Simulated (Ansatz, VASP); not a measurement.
**WS2 in VASP and in Ansatz**

Contents of INCAR:

```
SYSTEM = WS2
ALGO = Normal ; EDIFF = 1E-6
ENCUT = 520 ; GGA = PE
ISIF = 2 ; ISMEAR = -1
LASPH = .TRUE. ; LCHARG = .TRUE.
LELF = .TRUE. ; LREAL = .FALSE.
LVHAR = .TRUE. ; LWAVE = .FALSE.
NBANDS = 20 ; NELM = 60
PREC = Accurate ; SIGMA = 0.05
```

Contents of KPOINTS:

```
k-points
0
G
  9 9 4
  0 0 0
```

The input POSCAR:

```
WS2
1.0
    3.0506631800      0.0000000000      0.0000000000
    0.0000000000      3.0506631800      0.0000000000
    0.0000000000      0.0000000000      6.3241450900
W S
1 2
Direct
    0.0000000000      0.0000000000      0.0000000000
    0.5000000000      0.5000000000      0.2843227100
    0.5000000000      0.5000000000      0.7156772900
```

Contents of input.yaml:

```yaml
crystal:
  lattice:
    - [3.05066318, 0.0, 0.0]
    - [0.0, 3.05066318, 0.0]
    - [0.0, 0.0, 6.32414509]
  atoms:
    - { symbol: W, position: [0.0, 0.0, 0.0] }
    - { symbol: S, position: [0.5, 0.5, 0.28432271] }
    - { symbol: S, position: [0.5, 0.5, 0.71567729] }
kpoints:
  mp_grid: { grid: [9, 9, 4] }
scf:
  occupations: { method: fermi_dirac, width: 0.05 }
hamiltonian:
  xc: pbe
  pseudopotentials: { kind: all_electron, lapw: { basis_error: 0.001 } }
output:
  forces: true
  stress: true
  eigenvalues: true
  populations: true
```

Alike in both runs: task single point; functional PBE; k mesh 9 × 9 × 4; occupations fermi-dirac, width 0.05 eV; no spin polarisation.

```csv
,VASP,Ansatz
version,VASP 6.6.1,Ansatz 0.2.0
potentials or method,"VASP PAW PBE potentials, release 64 (W_sv, S), cutoff 520 eV","all-electron LAPW, scalar-relativistic"
```

Ansatz gave:

```
gap on the k mesh at the Fermi level (eV)                     : none
pressure (GPa)                                                : -18.4
traceless stress, the component that is largest in VASP (GPa) : -9.63
rms of the force components (eV/Å)                            : 2.033
```

What did VASP give for the same quantities?

gap on the k mesh at the Fermi level (eV): none; pressure (GPa): -18.5; traceless stress, the component that is largest in VASP (GPa): -9.60; rms of the force components (eV/Å): 2.036.

Atom by atom the forces differ by 0.003 eV/Å (rms over components). A gap of «none» marks a metal or a gap that the smearing closes. Ansatz ran all-electron here, and VASP with PAW potentials.

Neither program's run includes spin-orbit coupling.
